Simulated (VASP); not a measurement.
Set up this calculation in VASP 6.6.1, as the native input.

```yaml
Task: single point
Functional: PBE
Potentials_or_basis: VASP PAW PBE potentials, release 64 (Al, O)
Cutoff: 520 eV
k_mesh: 12 × 12 × 6
Occupations: gaussian, width 0.1 eV
Spin: collinear spin
Starting_moments: "[0.0, 0.0, 1.81, 0.0, 0.0] μB"
Dipole_correction: no
Further_INCAR_settings: ALGO = Normal; EDIFF = 1e-06; NBANDS = 24
```

The structure of Al2O3 lies in POSCAR:

```
Al2O3
1.0
    3.4026671204      0.0000000000      0.0000000000
    0.0000000000      3.4026671204      0.0000000000
    0.0000000000      0.0000000000      7.9014800902
Al O
2 3
Direct
    0.5000000000      0.5000000000      0.1979679950
    0.5000000000      0.5000000000      0.8020320050
    0.0000000000      0.0000000000      0.5000000000
    0.5000000000      0.5000000000      0.4147642068
    0.5000000000      0.5000000000      0.5852357932
```

The cell was built from a structure type or drawn by symmetry, and may not be a known phase.

These files were run (other wordings do the same):

INCAR

```
ALGO     = Normal         # electronic algorithm
EDIFF    = 1E-6           # SCF threshold, eV
ENCUT    = 520            # plane-wave cutoff, eV
GGA      = PE             # functional
ISIF     = 2              # what is computed and relaxed
ISMEAR   = 0              # smearing method
ISPIN    = 2              # spin polarisation
LASPH    = T              # aspherical terms in the spheres
LCHARG   = F              # write CHGCAR
LORBIT   = 11             # projections on sites
LREAL    = F              # projectors in reciprocal space
LWAVE    = F              # write WAVECAR
MAGMOM   = 0 0 1.81 0 0   # initial moments
NBANDS   = 24             # bands
NELM     = 150            # most SCF steps
PREC     = Accurate       # precision mode
SIGMA    = 0.1            # smearing width, eV
```

KPOINTS

```
k-points
0
Gamma
  12 12 6
```

Potentials or basis: VASP PAW PBE potentials, release 64 (Al, O).

Launch:

```console
$ cat potpaw_PBE.64/Al/POTCAR potpaw_PBE.64/O/POTCAR > POTCAR
$ mpirun -np 1 vasp_std > vasp.out
```

Results of the run:

The pressure is 0.1 GPa, the largest force is 0.275 eV/Å and the net moment is 2.05 μB per cell. The site moments are Al +0.00; O +1.41, +0.16 (each value once) μB. The valence electrons inside the program's atomic spheres are Al 0.73; O 4.64, 5.00 (each value once).

Run time: 6.5 min on 1 thread of Intel(R) Xeon(R) Platinum 8488C (Sapphire Rapids) (shared host), peak memory 0.46 GiB.
